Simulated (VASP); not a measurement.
A run of VASP 6.6.1 is set up as follows.

Contents of INCAR:

```
SYSTEM = TlRu3
PREC = Accurate
ENCUT = 520
EDIFF = 1E-7
ISMEAR = 0
SIGMA = 0.1
LREAL = .False.
LASPH = .True.
NELM = 150
ALGO = Normal
ISIF = 2
LWAVE = .False.
LCHARG = .False.
LMAXMIX = 4
LDAU = .True.
LDAUTYPE = 2
LDAUL = -1 2
LDAUU = 0 5
LDAUJ = 0 0
LDAUPRINT = 1
GGA = PE
NBANDS = 36
```

The input KPOINTS:

```
regular mesh
0
Gamma
  12 12 12
  0 0 0
```

File POSCAR:

```
TlRu3
1.0
    3.9829807412      0.0000000000      0.0000000000
    0.0000000000      3.9829807412      0.0000000000
    0.0000000000      0.0000000000      3.9829807412
Tl Ru
1 3
Direct
    0.0000000000      0.0000000000      0.0000000000
    0.0000000000      0.5000000000      0.5000000000
    0.5000000000      0.0000000000      0.5000000000
    0.5000000000      0.5000000000      0.0000000000
```

Potentials or basis: VASP PAW PBE potentials, release 64 (Tl_d, Ru_pv).

Run with:

```console
$ cat potpaw_PBE.64/Tl_d/POTCAR potpaw_PBE.64/Ru_pv/POTCAR > POTCAR
$ mpirun -np 1 vasp_std > vasp.out
```

Q: What does it give for the pressure?

A: -1.6 GPa.

Q: Estimate the band gap on the k mesh.

A: Zero (an odd number of electrons rules out a gap without spin polarisation).

Eigenvalues of the final occupation matrices:
```tsv
site	spin	trace	eigenvalues
site 2 d	1	3.07	0.39 0.64 0.64 0.65 0.75
site 2 d	2	3.07	0.39 0.64 0.64 0.65 0.75
site 3 d	1	3.07	0.39 0.64 0.64 0.65 0.75
site 3 d	2	3.07	0.39 0.64 0.64 0.65 0.75
site 4 d	1	3.07	0.39 0.64 0.64 0.65 0.75
site 4 d	2	3.07	0.39 0.64 0.64 0.65 0.75
```

Caveat: spin-orbit coupling is left out, which moves the levels of the heavy elements; U without spin polarisation on a metal has little footing; the U is typed as a test and isn't derived for this compound.
